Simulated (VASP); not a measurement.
Set up this calculation in VASP 6.6.1, as the native input.

* Task: single point
* Functional: LDA
* Potentials or basis: VASP PAW LDA potentials, release 64 (Pt)
* Cutoff: 520 eV
* k mesh: 21 × 21 × 10
* Occupations: gaussian, width 0.15 eV
* Spin: collinear spin
* Starting moments: [0.3, 0.3] μB
* Fixed moment: 0.6 μB
* Dipole correction: no
* Further INCAR settings: ALGO = Normal; EDIFF = 1e-07; NBANDS = 21

The structure of Pt lies in POSCAR:

```
Pt
1.0
    2.8250521638      0.0000000000      0.0000000000
   -1.4125260819      2.4465669409      0.0000000000
    0.0000000000      0.0000000000      4.8781199007
Pt
2
Direct
    0.6666666667      0.3333333333      0.7500000000
    0.3333333333      0.6666666667      0.2500000000
```

This isn't the form of Pt at room conditions, which is fcc.

One way to write it, as run:

INCAR

```
PREC = Accurate
ENCUT = 520
EDIFF = 1E-7
ISMEAR = 0
SIGMA = 0.15
LREAL = F
LASPH = T
NELM = 150
ALGO = Normal
ISIF = 2
LWAVE = F
LCHARG = T
ISPIN = 2
MAGMOM = 0.3 0.3
LORBIT = 11
NUPDOWN = 0.6
LMAXMIX = 4
GGA = CA
LELF = T
LVHAR = T
NBANDS = 21
```

KPOINTS

```
Automatic mesh
0
Gamma
  21 21 10
```

Potentials or basis: VASP PAW LDA potentials, release 64 (Pt).

Launch:

```sh
$ cat potpaw_LDA.64/Pt/POTCAR > POTCAR
$ mpirun -np 1 vasp_std > vasp.out
```

Results of the run:

| Property | Result |
| --- | --- |
| Pressure | -26.3 GPa |
| Net moment | 0.60 μB per cell |
| Site moments | Pt +0.30 μB |
| Valence electrons inside the program's atomic spheres | Pt 9.05 |

Caveat: the cell stands under tension; the total moment is fixed, so each spin has its own Fermi level.

It took 2 min on 1 thread of Intel(R) Xeon(R) 6975P-C (Granite Rapids), with other jobs on the host, peak memory 0.36 GiB.
